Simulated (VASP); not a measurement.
# Ti3Br: single point with PBE

The system is Ti3Br.

```
Ti Br
1.0
     4.27055    2.46560    1.08072
    -4.27055    2.46560    1.08072
     0.00000   -4.93121    1.08072
Ti Br
3 1
Direct
  0.36403 0.36403 0.77849
  0.36403 0.77849 0.36403
  0.77849 0.36403 0.36403
  0.99265 0.99265 0.99265
```

- Program: VASP 6.6.1
- Task: single point
- Functional: PBE
- Potentials or basis: VASP PAW PBE potentials, release 64 (Ti_sv, Br)
- Cutoff: 520 eV
- k mesh: 6 × 6 × 6
- Occupations: gaussian, width 0.1 eV
- Spin: no spin polarisation
- Dipole correction: no
- Further INCAR settings: ALGO = Normal; EDIFF = 1e-06; NBANDS = 30

```yaml
Pressure: 0.0 GPa
Largest_force: 0.020 eV/Å
```

Forces on the atoms (eV/Å):
```
Ti   0.000  0.007  0.007
Ti   0.006 -0.003  0.007
Ti  -0.006 -0.003  0.007
Br   0.000  0.000 -0.020
```

Stress tensor (GPa, compression positive):
```
 0.06  0.00  0.00
 0.00  0.06  0.00
 0.00  0.00 -0.25
```

Levels at points of the mesh, in eV from the Fermi level:
| k point | band 19 | band 20 | band 21 | band 22 | band 23 | band 24 | band 25 | band 26 |
| --- | --- | --- | --- | --- | --- | --- | --- | --- |
| (0.00, 0.00, 0.00) | -2.07 | -0.21 | 0.08 | 0.08 | 0.55 | 0.96 | 0.96 | 1.44 |
| (0.50, 0.00, 0.00) | -1.32 | -1.02 | -0.93 | -0.19 | 0.90 | 1.48 | 1.81 | 2.18 |
| (0.50, 0.50, 0.00) | -1.32 | -0.44 | -0.39 | 0.62 | 0.66 | 0.94 | 1.05 | 1.20 |
| (0.50, 0.50, 0.50) | -1.36 | -1.36 | -0.01 | 0.44 | 0.55 | 0.55 | 1.12 | 1.12 |

Run time: 2.3 min on 1 thread of Oxide Virtual Turin-like Processor, on a shared host, peak memory 0.23 GiB.

Caveat: an odd number of electrons without spin polarisation forces a metal; a magnetic or distorted state may lie lower.
